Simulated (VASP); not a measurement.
# Al2GaN3 (P-3m1) in VASP: single point with r2SCAN+rVV10

Aim: the single point of Al2GaN3 with r2SCAN+rVV10.

Everything below comes from runs of VASP 6.6.1. Logs are shortened: lines on timing, memory, paths and dates and some standing lists are left out, and cuts for length are marked.

## Step 1: The cell of the first run

The structure is trigonal, space group P-3m1 (No. 164). Conventional cell: a = 2.894 Å, b = 2.894 Å, c = 7.096 Å, α = 90.00°, β = 90.00°, γ = 120.00°. Within 2.7 Å of Al (site symmetry 3m) lie 6 N at 2.03 to 2.04 Å. Ga (site symmetry -3m) has 6 N at 2.08 Å and 6 Ga at 2.89 Å and 6 Al at 2.91 Å within 3.0 Å. N (site symmetry 3m) has 3 Al at 2.03 Å and 3 Ga at 2.08 Å within 2.7 Å. Within 2.7 Å of N (site symmetry -3m) lie 6 Al at 2.04 Å.

## Step 2: Single point, r2SCAN+rVV10

File POSCAR:

```
Al2GaN3
1.0
    2.8944647208      0.0000000000      0.0000000000
   -1.4472323604      2.5066799785      0.0000000000
    0.0000000000      0.0000000000      7.0959504084
Al Ga N
2 1 3
Direct
    0.3333333333      0.6666666667      0.6637251723
    0.6666666667      0.3333333333      0.3362748277
    0.0000000000      0.0000000000      0.0000000000
    0.3333333333      0.6666666667      0.1750601694
    0.6666666667      0.3333333333      0.8249398306
    0.0000000000      0.0000000000      0.5000000000
```

File INCAR.step1:

```
SYSTEM = Al2GaN3
  PREC = Accurate
  ENCUT = 520
  ISMEAR = -1
  SIGMA = 0.03
  LREAL = .FALSE.
  LASPH = .TRUE.
  NELM = 60
  NBANDS = 26
  GGA = PE
  ALGO = Normal
  EDIFF = 1E-4
  LWAVE = .TRUE.
  LCHARG = .FALSE.
```

File INCAR.step2:

```
SYSTEM = Al2GaN3
  PREC = Accurate
  ENCUT = 520
  EDIFF = 1E-6
  ISMEAR = -1
  SIGMA = 0.03
  LREAL = .FALSE.
  LASPH = .TRUE.
  NELM = 60
  ALGO = Normal
  ISIF = 2
  LWAVE = .FALSE.
  LCHARG = .FALSE.
  METAGGA = R2SCAN
  LMIXTAU = .TRUE.
  LUSE_VDW = .TRUE.
  IVDW_NL = 2
  BPARAM = 11.95
  CPARAM = 0.0093
  NBANDS = 26
  ISTART = 1
```

File KPOINTS:

```
regular mesh
0
G
  12 12 4
  0 0 0
```

Potentials or basis: VASP PAW PBE potentials, release 64 (Al, Ga_d, N).

Run with:

```bash
$ cat potpaw_PBE.64/Al/POTCAR potpaw_PBE.64/Ga_d/POTCAR potpaw_PBE.64/N/POTCAR > POTCAR
$ cp INCAR.step1 INCAR
$ mpirun -np 1 vasp_std > vasp.out
$ cp INCAR.step2 INCAR
$ mpirun -np 1 vasp_std > vasp.out
```

OUTCAR:

```text
SYSTEM = Al2GaN3
   PREC = Accurate
   ENCUT = 520
   EDIFF = 1E-6
   ISMEAR = -1
   LREAL = .FALSE.
   LASPH = .TRUE.
   NELM = 60
   ISIF = 2
   METAGGA = R2SCAN
   IVDW_NL = 2
   BPARAM = 11.95
   ISTART = 1

 ion  position               nearest neighbor table
   1  0.333  0.667  0.664-   5 2.03   5 2.03   5 2.03   6 2.04   6 2.04   6 2.04   2 2.86   2 2.86
                             2 2.86   3 2.91   3 2.91   3 2.91
   2  0.667  0.333  0.336-   4 2.03   4 2.03   4 2.03   6 2.04   6 2.04   6 2.04   1 2.86   1 2.86
                             1 2.86   3 2.91   3 2.91   3 2.91
   3  0.000  0.000  0.000-   4 2.08   5 2.08   4 2.08   5 2.08   5 2.08   4 2.08   1 2.91   2 2.91
                             1 2.91   2 2.91   1 2.91   2 2.91
   4  0.333  0.667  0.175-   2 2.03   2 2.03   2 2.03   3 2.08   3 2.08   3 2.08
   5  0.667  0.333  0.825-   1 2.03   1 2.03   1 2.03   3 2.08   3 2.08   3 2.08
   6  0.000  0.000  0.500-   1 2.04   2 2.04   1 2.04   2 2.04   2 2.04   1 2.04

  LATTYP: Found a hexagonal cell.
 ALAT       =     2.8944647208
 C/A-ratio  =     2.4515587830

  Lattice vectors:

 A1 = (   2.8944647208,   0.0000000000,   0.0000000000)
 A2 = (  -1.4472323604,   2.5066799785,   0.0000000000)
 A3 = (   0.0000000000,   0.0000000000,   7.0959504084)

Analysis of symmetry for initial positions (statically):
=====================================================================
 Subroutine PRICEL returns:
 Original cell was already a primitive cell.

 Routine SETGRP: Setting up the symmetry group for a
 hexagonal supercell.

 Subroutine GETGRP returns: Found 12 space group operations
 (whereof 12 operations were pure point group operations)
 out of a pool of 24 trial point group operations.

The static configuration has the point symmetry D_3d.

Analysis of symmetry for dynamics (positions and initial velocities):
=====================================================================
 Subroutine PRICEL returns:
 Original cell was already a primitive cell.

 Routine SETGRP: Setting up the symmetry group for a
 hexagonal supercell.

 Subroutine GETGRP returns: Found 12 space group operations
 (whereof 12 operations were pure point group operations)
 out of a pool of 24 trial point group operations.

The dynamic configuration has the point symmetry D_3d.

 Subroutine INISYM returns: Found 12 space group operations
 (whereof 12 operations are pure point group operations),
 and found     1 'primitive' translations

----------------------------------------------------------------------------------------

                                     Primitive cell

  volume of cell :      51.4846

  direct lattice vectors                    reciprocal lattice vectors
     2.894464721  0.000000000  0.000000000     0.345487023  0.199467026  0.000000000
    -1.447232360  2.506679978  0.000000000     0.000000000  0.398934052  0.000000000
     0.000000000  0.000000000  7.095950408     0.000000000  0.000000000  0.140925449

  length of vectors
     2.894464721  2.894464721  7.095950408     0.398934052  0.398934052  0.140925449

  position of ions in fractional coordinates (direct lattice)
     0.333333333  0.666666667  0.663725172
     0.666666667  0.333333333  0.336274828
     0.000000000  0.000000000  0.000000000
     0.333333333  0.666666667  0.175060169
     0.666666667  0.333333333  0.824939831
     0.000000000  0.000000000  0.500000000

  ion indices of the primitive-cell ions
   primitive index   ion index
                 1           1
                 2           2
                 3           3
                 4           4
                 5           5
                 6           6

----------------------------------------------------------------------------------------

 KPOINTS: regular mesh

Automatic generation of k-mesh.
 Grid dimensions read from file:
 generate k-points for:   12   12    4

 Generating k-lattice:

  Cartesian coordinates                     Fractional coordinates (reciprocal lattice)
     0.028790585  0.016622252  0.000000000     0.083333333 -0.000000000  0.000000000
     0.000000000  0.033244504  0.000000000     0.000000000  0.083333333  0.000000000
     0.000000000  0.000000000  0.035231362     0.000000000  0.000000000  0.250000000

  Length of vectors
     0.033244504  0.033244504  0.035231362

  Shift w.r.t. Gamma in fractional coordinates (k-lattice)
     0.000000000  0.000000000  0.000000000

 Subroutine IBZKPT returns following result:
 ===========================================

 Found     69 irreducible k-points:

 Following reciprocal coordinates:
            Coordinates               Weight
  0.000000  0.000000  0.000000      1.000000
  0.083333  0.000000  0.000000      6.000000
  0.166667  0.000000  0.000000      6.000000
  0.250000  0.000000  0.000000      6.000000
  0.333333  0.000000  0.000000      6.000000
  0.416667  0.000000  0.000000      6.000000
[... 16 lines left out ...]
  0.166667  0.000000  0.250000      6.000000
  0.000000  0.166667  0.250000      6.000000
 [... further k-points ...]
   k-points           NKPTS =     69   k-points in BZ     NKDIM =     69   number of bands    NBANDS=     26
   number of dos      NEDOS =    301   number of ions     NIONS =      6
   total plane-waves  NPLWV =  31104
   dimension x,y,z NGX =    24 NGY =   24 NGZ =   54
   dimension x,y,z NGXF=    48 NGYF=   48 NGZF=  108
   ions per type =               2   1   3
   NGX,Y,Z   is equivalent  to a cutoff of  13.78, 13.78, 12.65 a.u.
   NGXF,Y,Z  is equivalent  to a cutoff of  27.57, 27.57, 25.30 a.u.
 SYSTEM =  Al2GaN3
   PREC   = accura    normal or accurate (medium, high low for compatibility)
   ISTART =      1    job   : 0-new  1-cont  2-samecut
   ICHARG =      0    charge: 1-file 2-atom 10-const
   ISPIN  =      1    spin polarized calculation?
   LNONCOLLINEAR =      F non collinear calculations
   LSORBIT =      F    spin-orbit coupling
   LASPH  =      T    aspherical Exc in radial PAW
   ENCUT  =  520.0 eV  38.22 Ry    6.18 a.u.   5.38  5.38 13.19*2*pi/ulx,y,z
   NELM   =     60;   NELMIN=  2; NELMDL=  0     # of ELM steps
   EDIFF  = 0.1E-05   stopping-criterion for ELM
   LREAL  =      F    real-space projection
   EDIFFG = 0.1E-04   stopping-criterion for IOM
   NSW    =      0    number of steps for IOM
   IBRION =     -1    ionic relax: 0-MD 1-quasi-New 2-CG
   NFREE  =      0    steps in history (QN), initial steepest desc. (CG)
   ISIF   =      2    stress and relaxation
   ISYM   =      2    0-nonsym 1-usesym 2-fastsym
   POTIM  = 0.5000    time-step for ionic-motion
   TEBEG  =    0.0;   TEEND  =   0.0 temperature during run
   PSTRESS=    0.0 pullay stress
   NELECT =      34.0000    total number of electrons
   NUPDOWN=      -1.0000    fix difference up-down
   EMIN   =  10.00;   EMAX   =-10.00  energy-range for DOS
   EFERMI =   0.00;   METHOD = LEGACY
   ISMEAR =    -1;   SIGMA  =   0.03  broadening in eV -4-tet -1-fermi 0-gaus
   EFERMI_NEDOS =   21; number of points for ismear=-14 and -15
   IALGO  =     38    algorithm
   IMIX   =      4    mixing-type and parameters
     AMIX     =   0.40;   BMIX     =  1.00
     AMIX_MAG =   1.60;   BMIX_MAG =  1.00
  volume/ion in A,a.u.               =       8.58        57.91
  Fermi-wavevector in a.u.,A,eV,Ry     =   1.425636  2.694061 27.652986  2.032437
  Thomas-Fermi vector in A             =   2.545999
   LORBIT       =      0    0 simple, 1 ext, 2 COOP (PROOUT), +10 PAW based schemes
   METAGGA = R2SCAN    functional components
   LHFCALC =     F    Hartree Fock is set to
   AEXX    =    0.0000 exact exchange contribution
   IVDW_NL    =     2    kernel type
   BPARAM     =11.9500
   IVDW    =     0    specifies the selected vdW correction
   LEPSILON=     F    determine dielectric tensor
   LRPA    =     F    only Hartree local field effects (RPA)
 non-spin polarized calculation
  energy-cutoff  :      520.00
  volume of cell :       51.48
 maximum number of plane-waves:      1418
 NGX is ok and might be reduce to    24
   NGX = 11   NGY = 11   NGZ = 27

 number of electron      33.9999988 magnetization

 Free energy of the ion-electron system (eV)
  ---------------------------------------------------
  ext. energy  EPLUGINS =         0.00000000
  ---------------------------------------------------
  free energy    TOTEN  =       -57.90039071 eV

  energy without entropy =      -57.90039071  energy(sigma->0) =      -57.90039071

 E-fermi :   9.7550     XC(G=0): -13.4238

 val. band max:        9.0716892743   @ k =   0.0000   0.0000   0.5000
 cond. band min:      12.7045087734   @ k =   0.5000   0.0000   0.0000
 fundamental gap:      3.6328194992
 Fermi energy:         9.7549656496

 k-point     1 :       0.0000    0.0000    0.0000
  band No.  band energies     occupation
      1      -9.2502      2.00000
      2      -7.2214      2.00000
      3      -7.1560      2.00000
      4      -5.2244      2.00000
      5      -5.2244      2.00000
      6      -5.2097      2.00000
[... 18 lines left out ...]
     25      21.4006      0.00000
     26      22.4713      0.00000

 k-point     2 :       0.0833    0.0000    0.0000
  band No.  band energies     occupation
      1      -9.1225      2.00000
      2      -7.1742      2.00000
      3      -7.0508      2.00000
      4      -5.2100      2.00000
      5      -5.2064      2.00000
      6      -5.1914      2.00000
[... 18 lines left out ...]
     25      21.7630      0.00000
     26      21.8244      0.00000

 k-point     3 :       0.1667    0.0000    0.0000
  band No.  band energies     occupation
      1      -8.7479      2.00000
      2      -7.0571      2.00000
      3      -6.7497      2.00000
      4      -5.1959      2.00000
      5      -5.1611      2.00000
      6      -5.1369      2.00000
[... 572 lines left out ...]
 k-point    23 :       0.1667    0.0000    0.2500
  band No.  band energies     occupation
      1      -8.6094      2.00000
      2      -7.6400      2.00000
      3      -6.2837      2.00000
      4      -5.2127      2.00000
      5      -5.1611      2.00000
      6      -5.1267      2.00000
[... 18 lines left out ...]
     25      21.2072      0.00000
     26      22.1033      0.00000

 k-point    24 :       0.0000    0.1667    0.2500
  band No.  band energies     occupation
      1      -8.6176      2.00000
      2      -7.6087      2.00000
      3      -6.3373      2.00000
      4      -5.1770      2.00000
      5      -5.1611      2.00000
      6      -5.1469      2.00000
[... 18 lines left out ...]
     25      21.5862      0.00000
     26      22.0874      0.00000

 [... further k-points ...]

------------------------ aborting loop because EDIFF is reached ----------------------------------------

  FORCE on cell =-STRESS in cart. coord.  units (eV):
  Direction    XX          YY          ZZ          XY          YZ          ZX
  --------------------------------------------------------------------------------------
  -------------------------------------------------------------------------------------
  Total       -0.0027307     -0.0027307      0.0080634     -0.0000000      0.0000000      0.0000000
  in kB       -0.0849790     -0.0849790      0.2509297     -0.0000000      0.0000000      0.0000000
  external PRESSURE =       0.0269906 kB  Pullay stress =       0.0000000 kB

 VOLUME and BASIS-vectors are now :
 -----------------------------------------------------------------------------
  energy-cutoff  :      520.00
  volume of cell :       51.48
      direct lattice vectors                 reciprocal lattice vectors
     2.894464721  0.000000000  0.000000000     0.345487023  0.199467026  0.000000000
    -1.447232360  2.506679978  0.000000000     0.000000000  0.398934052  0.000000000
     0.000000000  0.000000000  7.095950408     0.000000000  0.000000000  0.140925449

 POSITION                                       TOTAL-FORCE (eV/Angst)
 -----------------------------------------------------------------------------------
     -0.00000      1.67112      4.70976        -0.000000     -0.000000     -0.015575
      1.44723      0.83556      2.38619         0.000000      0.000000      0.015575
      0.00000      0.00000      0.00000        -0.000000      0.000000     -0.000000
     -0.00000      1.67112      1.24222         0.000000      0.000000      0.082881
      1.44723      0.83556      5.85373        -0.000000     -0.000000     -0.082881
      0.00000      0.00000      3.54798        -0.000000      0.000000     -0.000000
 -----------------------------------------------------------------------------------
    total drift:                                0.000000     -0.000000      0.000000

  FREE ENERGIE OF THE ION-ELECTRON SYSTEM (eV)
  ---------------------------------------------------
  free  energy   TOTEN  =       -57.9003907123 eV

  energy  without entropy=      -57.9003907123  energy(sigma->0) =      -57.90039071
```

Run time: 3 min. Hardware: 1 thread of Intel Xeon 6975P-C (Granite Rapids), shared host; peak memory 0.36 GiB.

Results:

| Quantity | Value |
| --- | --- |
| Free energy | -57.9004 eV |
| Pressure | 0.0 GPa |
| Largest force | 0.083 eV/Å |
| Band gap on the k mesh | 3.63 eV (least direct gap 4.81 eV) |

Forces on the atoms (eV/Å):
```
Al   0.000  0.000 -0.016
Al   0.000  0.000  0.016
Ga   0.000  0.000  0.000
N    0.000  0.000  0.083
N    0.000  0.000 -0.083
N    0.000  0.000  0.000
```

Caveat: the PAW data sets were made with another functional, which shifts forces and pressure a little. A k mesh can miss the band edges.
